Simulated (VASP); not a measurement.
# FeSi16 (a cell with a defect) in VASP: a series of runs

FeSi16 (a cell with a defect) is run at these levels: PBE; tasks: single point.

All numbers are computed with VASP 6.6.1; they aren't measurements. Logs are shortened: lines on timing, memory, paths and dates and some standing lists are left out, and cuts for length are marked.

**1. The cell of the first run**

The cell holds a defect, 17 atoms: a = 7.679 Å, b = 7.679 Å, c = 7.679 Å, α = 60.00°, β = 60.00°, γ = 60.00°.

**2. Single point, PBE, collinear spin, ferromagnetic start**

INCAR reads:

```
SYSTEM = FeSi16
ALGO = Normal ; EDIFF = 1E-6
ENCUT = 520 ; GGA = PE
ISIF = 2 ; ISMEAR = -1
ISPIN = 2 ; LASPH = .TRUE.
LCHARG = .FALSE. ; LMAXMIX = 4
LORBIT = 11 ; LREAL = Auto
LWAVE = .FALSE. ; MAGMOM = 0 0 0 0 0 0 0 0 0 0 0 0 0 0 0 0 1.65
NBANDS = 54 ; NELM = 150
PREC = Accurate ; SIGMA = 0.02
```

KPOINTS reads:

```
k-points
0
G
  2 2 2
  0 0 0
```

POSCAR reads:

```
FeSi16
1.0
    0.0000000000      5.4300000000      5.4300000000
    5.4300000000      0.0000000000      5.4300000000
    5.4300000000      5.4300000000      0.0000000000
Si Fe
16 1
Direct
    0.0052037753      0.0008166667     -0.0060986188
    0.1267970534      0.1167023941      0.1292259669
    0.0075029466     -0.0135500921      0.4990462247
    0.1366446593      0.1193004604      0.6235024862
   -0.0107821363      0.4900666667      0.0316213628
    0.1251141805      0.6281895028      0.1310596685
    0.0073964088      0.5046356354      0.5009453959
    0.1144861878      0.6149558011      0.6555731123
    0.4996818600      0.0004816759     -0.0057277164
    0.6308692449      0.1329200737      0.1049528545
    0.5088052486      0.0033531308      0.4799566298
    0.6205169429      0.1197839779      0.6238454880
    0.4980201657      0.5070695212     -0.0031800184
    0.6157348987      0.6278509208      0.1311459484
    0.4867181400      0.5049903315      0.5010310313
    0.6208706262      0.6314859116      0.6262516575
    0.8200112339      0.3172379374      0.5429318600
```

Potentials or basis: VASP PAW PBE potentials, release 64 (Si, Fe).

Started as:

```bash
cat potpaw_PBE.64/Si/POTCAR potpaw_PBE.64/Fe/POTCAR > POTCAR
mpirun -np 1 vasp_std > vasp.out
```

OUTCAR:

```text
SYSTEM = FeSi16
   EDIFF = 1E-6
   ENCUT = 520
   GGA = PE
   ISIF = 2
   ISMEAR = -1
   ISPIN = 2
   LASPH = .TRUE.
   LORBIT = 11
   LREAL = Auto
   NELM = 150
   PREC = Accurate

 ion  position               nearest neighbor table
   1  0.005  0.001  0.994-   4 2.32   6 2.34   2 2.34  10 2.35
   2  0.127  0.117  0.129-   3 2.32   1 2.34   9 2.34   5 2.35
   3  0.008  0.986  0.499-  17 2.31   2 2.32   8 2.34   4 2.42  12 2.43
   4  0.137  0.119  0.624-   1 2.32  11 2.34  17 2.34   7 2.42   3 2.42
   5  0.989  0.490  0.032-   6 2.35  14 2.35   2 2.35   8 2.36
   6  0.125  0.628  0.131-   7 2.32   1 2.34  13 2.34   5 2.35
   7  0.007  0.505  0.501-   6 2.32  17 2.32   8 2.34   4 2.42  16 2.42
   8  0.114  0.615  0.656-   3 2.34   7 2.34  15 2.34   5 2.36
   9  0.500  0.000  0.994-  12 2.32  14 2.34   2 2.34  10 2.35
  10  0.631  0.133  0.105-  13 2.35   9 2.35   1 2.35  11 2.35
  11  0.509  0.003  0.480-  16 2.34  12 2.34   4 2.34  10 2.35
  12  0.621  0.120  0.624-   9 2.32  11 2.34  17 2.34  15 2.42   3 2.43
  13  0.498  0.507  0.997-  16 2.32  14 2.34   6 2.34  10 2.35
  14  0.616  0.628  0.131-  15 2.32   9 2.34  13 2.34   5 2.35
  15  0.487  0.505  0.501-  14 2.32  17 2.32   8 2.34  12 2.42  16 2.42
  16  0.621  0.631  0.626-  13 2.32  17 2.33  11 2.34  15 2.42   7 2.42
  17  0.820  0.317  0.543-   3 2.31   7 2.32  15 2.32  16 2.33  12 2.34   4 2.34

  LATTYP: Found a face centered cubic cell.
 ALAT       =    10.8600000000

  Lattice vectors:

 A1 = (   0.0000000000,   5.4300000000,   5.4300000000)
 A2 = (   5.4300000000,   0.0000000000,   5.4300000000)
 A3 = (   5.4300000000,   5.4300000000,   0.0000000000)

Analysis of symmetry for initial positions (statically):
=====================================================================
 Subroutine PRICEL returns:
 Original cell was already a primitive cell.

 Routine SETGRP: Setting up the symmetry group for a
 face centered cubic supercell.

 Subroutine GETGRP returns: Found  1 space group operations
 (whereof  1 operations were pure point group operations)
 out of a pool of 48 trial point group operations.

The static configuration has the point symmetry C_1 .

Analysis of symmetry for dynamics (positions and initial velocities):
=====================================================================
 Subroutine PRICEL returns:
 Original cell was already a primitive cell.

 Routine SETGRP: Setting up the symmetry group for a
 face centered cubic supercell.

 Subroutine GETGRP returns: Found  1 space group operations
 (whereof  1 operations were pure point group operations)
 out of a pool of 48 trial point group operations.

The dynamic configuration has the point symmetry C_1 .

Analysis of structural, dynamic, and magnetic symmetry:
=====================================================================
 Subroutine PRICEL returns:
 Original cell was already a primitive cell.

 Routine SETGRP: Setting up the symmetry group for a
 face centered cubic supercell.

 Subroutine GETGRP returns: Found  1 space group operations
 (whereof  1 operations were pure point group operations)
 out of a pool of 48 trial point group operations.

The overall configuration has the point symmetry C_1 .

 Subroutine INISYM returns: Found  1 space group operations
 (whereof  1 operations are pure point group operations),
 and found     1 'primitive' translations

----------------------------------------------------------------------------------------

                                     Primitive cell

  volume of cell :     320.2060

  direct lattice vectors                    reciprocal lattice vectors
     0.000000000  5.430000000  5.430000000    -0.092081031  0.092081031  0.092081031
     5.430000000  0.000000000  5.430000000     0.092081031 -0.092081031  0.092081031
     5.430000000  5.430000000  0.000000000     0.092081031  0.092081031 -0.092081031

  length of vectors
     7.679179644  7.679179644  7.679179644     0.159489025  0.159489025  0.159489025

  position of ions in fractional coordinates (direct lattice)
     0.005203775  0.000816667  0.993901381
     0.126797053  0.116702394  0.129225967
     0.007502947  0.986449908  0.499046225
     0.136644659  0.119300460  0.623502486
     0.989217864  0.490066667  0.031621363
     0.125114180  0.628189503  0.131059669
[... 73 lines left out ...]
   ions per type =              16   1
   NGX,Y,Z   is equivalent  to a cutoff of  12.99, 12.99, 12.99 a.u.
   NGXF,Y,Z  is equivalent  to a cutoff of  25.98, 25.98, 25.98 a.u.
 SYSTEM =  FeSi16
   PREC   = accura    normal or accurate (medium, high low for compatibility)
   ISTART =      0    job   : 0-new  1-cont  2-samecut
   ICHARG =      2    charge: 1-file 2-atom 10-const
   ISPIN  =      2    spin polarized calculation?
   LNONCOLLINEAR =      F non collinear calculations
   LSORBIT =      F    spin-orbit coupling
   LASPH  =      T    aspherical Exc in radial PAW
   ENCUT  =  520.0 eV  38.22 Ry    6.18 a.u.  14.28 14.28 14.28*2*pi/ulx,y,z
   NELM   =    150;   NELMIN=  2; NELMDL= -5     # of ELM steps
   EDIFF  = 0.1E-05   stopping-criterion for ELM
   LREAL  =      T    real-space projection
   EDIFFG = 0.1E-04   stopping-criterion for IOM
   NSW    =      0    number of steps for IOM
   IBRION =     -1    ionic relax: 0-MD 1-quasi-New 2-CG
   NFREE  =      0    steps in history (QN), initial steepest desc. (CG)
   ISIF   =      2    stress and relaxation
   ISYM   =      2    0-nonsym 1-usesym 2-fastsym
   POTIM  = 0.5000    time-step for ionic-motion
   TEBEG  =    0.0;   TEEND  =   0.0 temperature during run
   PSTRESS=    0.0 pullay stress
   NELECT =      72.0000    total number of electrons
   NUPDOWN=      -1.0000    fix difference up-down
   EMIN   =  10.00;   EMAX   =-10.00  energy-range for DOS
   EFERMI =   0.00;   METHOD = LEGACY
   ISMEAR =    -1;   SIGMA  =   0.02  broadening in eV -4-tet -1-fermi 0-gaus
   EFERMI_NEDOS =   21; number of points for ismear=-14 and -15
   IALGO  =     38    algorithm
   IMIX   =      4    mixing-type and parameters
     AMIX     =   0.40;   BMIX     =  1.00
     AMIX_MAG =   1.60;   BMIX_MAG =  1.00
  volume/ion in A,a.u.               =      18.84       127.11
  Fermi-wavevector in a.u.,A,eV,Ry     =   0.995503  1.881228 13.483726  0.991026
  Thomas-Fermi vector in A             =   2.127527
   LORBIT       =     11    0 simple, 1 ext, 2 COOP (PROOUT), +10 PAW based schemes
   GGA     = PE    functional components
   LHFCALC =     F    Hartree Fock is set to
   AEXX    =    0.0000 exact exchange contribution
   IVDW    =     0    specifies the selected vdW correction
   LEPSILON=     F    determine dielectric tensor
   LRPA    =     F    only Hartree local field effects (RPA)
 spin polarized calculation
  energy-cutoff  :      520.00
  volume of cell :      320.21
 maximum number of plane-waves:      8646
 NGX is ok and might be reduce to    60
   NGX = 29   NGY = 29   NGZ = 29

 number of electron      71.9999998 magnetization       2.1666643

 Free energy of the ion-electron system (eV)
  ---------------------------------------------------
  ext. energy  EPLUGINS =         0.00000000
  ---------------------------------------------------
  free energy    TOTEN  =       -91.88062599 eV

  energy without entropy =      -91.87483735  energy(sigma->0) =      -91.87773167

 E-fermi :   6.4509     XC(G=0):  -9.6807

 val. band max:        6.4338240756   @ k =   0.0000   0.0000   0.0000
 cond. band min:       6.4523176971   @ k =   0.0000   0.0000   0.0000
 fundamental gap:      0.0184936215
 Fermi energy:         6.4509453202

 spin component 1

 k-point     1 :       0.0000    0.0000    0.0000
  band No.  band energies     occupation
      1      -5.9947      1.00000
      2      -3.6604      1.00000
      3      -3.6213      1.00000
      4      -3.6145      1.00000
      5      -3.5811      1.00000
      6      -1.9237      1.00000
[... 397 lines left out ...]
     47      10.2747      0.00000
     48      10.3396      0.00000
 Fermi energy:         6.4509453202

 spin component 2

 k-point     1 :       0.0000    0.0000    0.0000
  band No.  band energies     occupation
      1      -5.9556      1.00000
      2      -3.6121      1.00000
      3      -3.5837      1.00000
      4      -3.5778      1.00000
      5      -3.5600      1.00000
      6      -1.8710      1.00000
[... 397 lines left out ...]
     47      10.3216      0.00000
     48      10.3896      0.00000
 [bands above 48 left out]

------------------------ aborting loop because EDIFF is reached ----------------------------------------

  FORCE on cell =-STRESS in cart. coord.  units (eV):
  Direction    XX          YY          ZZ          XY          YZ          ZX
  --------------------------------------------------------------------------------------
  -------------------------------------------------------------------------------------
  Total        7.8896009      7.6414816      7.7250520      1.4572061     -1.5735306     -1.3882168
  in kB       39.4762718     38.2347868     38.6529379      7.2912515     -7.8732907     -6.9460580
  external PRESSURE =      38.7879988 kB  Pullay stress =       0.0000000 kB

 VOLUME and BASIS-vectors are now :
 -----------------------------------------------------------------------------
  energy-cutoff  :      520.00
  volume of cell :      320.21
      direct lattice vectors                 reciprocal lattice vectors
     0.000000000  5.430000000  5.430000000    -0.092081031  0.092081031  0.092081031
     5.430000000  0.000000000  5.430000000     0.092081031 -0.092081031  0.092081031
     5.430000000  5.430000000  0.000000000     0.092081031  0.092081031 -0.092081031

 POSITION                                       TOTAL-FORCE (eV/Angst)
 -----------------------------------------------------------------------------------
      5.40132      5.42514      0.03269        -0.005000      0.008968     -0.002326
      1.33539      1.39021      1.32220         0.008447      0.002427     -0.001115
      8.06624      2.75056      5.39716        -0.012815      0.013423     -0.013260
      4.03342      4.12760      1.38978         0.005529      0.009538      0.010428
      2.83277      5.54316      8.03252        -0.020772     -0.014286      0.013223
      4.12272      1.39102      4.09044        -0.008645      0.003251     -0.006133
[... 9 lines left out ...]
      6.82952      6.77187      6.80030         0.026406     -0.018162      0.020099
      4.67072      7.40078      6.17526         0.060552      0.038389     -0.040502
 -----------------------------------------------------------------------------------
    total drift:                                0.000498     -0.000939     -0.000634

  FREE ENERGIE OF THE ION-ELECTRON SYSTEM (eV)
  ---------------------------------------------------
  free  energy   TOTEN  =       -91.8806259869 eV

  energy  without entropy=      -91.8748373504  energy(sigma->0) =      -91.87773167

 total charge

# of ion       s       p       d       tot
------------------------------------------
    1        0.745   0.958   0.000   1.704
    2        0.746   0.956   0.000   1.702
    3        0.740   0.954   0.000   1.694
    4        0.738   0.952   0.000   1.690
    5        0.739   0.953   0.000   1.692
    6        0.746   0.956   0.000   1.702
[... 9 lines left out ...]
   16        0.739   0.952   0.000   1.691
   17        0.426   0.491   6.594   7.511
--------------------------------------------------
tot         12.315  15.730   6.594  34.639

 magnetization (x)

# of ion       s       p       d       tot
------------------------------------------
    1       -0.000   0.007   0.000   0.007
    2       -0.000   0.008   0.000   0.008
    3        0.000   0.023   0.000   0.023
    4        0.000   0.025   0.000   0.025
    5       -0.000  -0.001   0.000  -0.001
    6       -0.000   0.008   0.000   0.007
[... 9 lines left out ...]
   16        0.000   0.025   0.000   0.025
   17        0.027   0.007   1.614   1.649
--------------------------------------------------
tot          0.024   0.209   1.614   1.848
```

It took 9.4 min on 1 thread of Oxide Virtual Turin-like, shared host; peak memory 0.69 GiB.

What came out:

- Free energy: -91.8806 eV
- Pressure: 3.9 GPa
- Largest force: 0.082 eV/Å
- Net moment: 2.17 μB per cell
- Site moments: Si +0.01, +0.02, +0.03, -0.00, +0.00 (each value once); Fe +1.65 μB
- Valence electrons inside the program's atomic spheres: Si 1.70, 1.69, 1.68 (each value once); Fe 7.51

Forces in eV/Å, atoms in the order of the input:
```
Si  -0.005  0.009 -0.002
Si   0.008  0.002 -0.001
Si  -0.013  0.013 -0.013
Si   0.006  0.010  0.010
Si  -0.021 -0.014  0.013
Si  -0.009  0.003 -0.006
Si   0.001  0.012  0.012
Si  -0.013 -0.012  0.015
Si  -0.005  0.003 -0.009
Si  -0.017 -0.005  0.007
Si  -0.005 -0.019  0.014
Si   0.002 -0.011 -0.011
Si  -0.010 -0.005  0.006
Si  -0.008  0.008 -0.002
Si   0.001 -0.014 -0.012
Si   0.026 -0.018  0.020
Fe   0.061  0.038 -0.041
```

Stress tensor (GPa, compression positive):
```
 3.95  0.73 -0.69
 0.73  3.82 -0.79
-0.69 -0.79  3.87
```

Levels at points of the mesh, in eV from the Fermi level:
Spin up:
```tsv
k point	band 33	band 34	band 35	band 36	band 37	band 38	band 39	band 40	band 41	band 42
(0.00, 0.00, 0.00)	-1.12	-1.11	-0.46	-0.17	-0.06	-0.02	0.08	0.33	0.34	0.91
(0.50, 0.00, 0.00)	-1.25	-1.17	-0.98	-0.73	-0.28	0.64	1.00	1.09	1.17	1.19
(0.00, 0.50, 0.00)	-1.24	-1.17	-0.97	-0.72	-0.27	0.64	1.00	1.09	1.17	1.19
(0.00, 0.00, 0.50)	-1.19	-1.14	-1.14	-0.20	-0.16	0.81	0.87	1.26	1.28	1.59
(0.50, 0.50, 0.50)	-1.25	-1.17	-0.97	-0.73	-0.27	0.64	1.00	1.09	1.17	1.19
(0.50, 0.50, 0.00)	-1.53	-1.27	-1.27	-0.77	-0.54	0.62	0.88	1.81	1.94	2.21
(0.00, 0.50, 0.50)	-1.53	-1.28	-1.27	-0.77	-0.53	0.62	0.87	1.81	1.94	2.21
(0.50, 0.00, 0.50)	-1.54	-1.27	-1.27	-0.77	-0.55	0.62	0.88	1.81	1.93	2.21
```
Spin down:
```
           k point  band 32  band 33  band 34  band 35  band 36  band 37  band 38  band 39
(0.00, 0.00, 0.00)    -0.59    -0.59    -0.59    -0.12     0.00     0.09     0.12     0.37
(0.50, 0.00, 0.00)    -1.14    -1.03    -0.30    -0.23     0.54     0.57     0.76     1.06
(0.00, 0.50, 0.00)    -1.13    -1.02    -0.29    -0.22     0.53     0.58     0.76     1.06
(0.00, 0.00, 0.50)    -1.13    -0.29    -0.29     0.20     0.23     0.37     0.86     1.07
(0.50, 0.50, 0.50)    -1.14    -1.03    -0.30    -0.23     0.53     0.58     0.76     1.06
(0.50, 0.50, 0.00)    -1.63    -0.57    -0.51    -0.06     0.33     0.39     0.68     1.32
(0.00, 0.50, 0.50)    -1.63    -0.58    -0.51    -0.07     0.35     0.40     0.67     1.32
(0.50, 0.00, 0.50)    -1.63    -0.56    -0.51    -0.05     0.33     0.39     0.68     1.32
```

Caveat: the k points lie up to 0.50 Å⁻¹ apart.

(Part 1 of 2 ends here.)
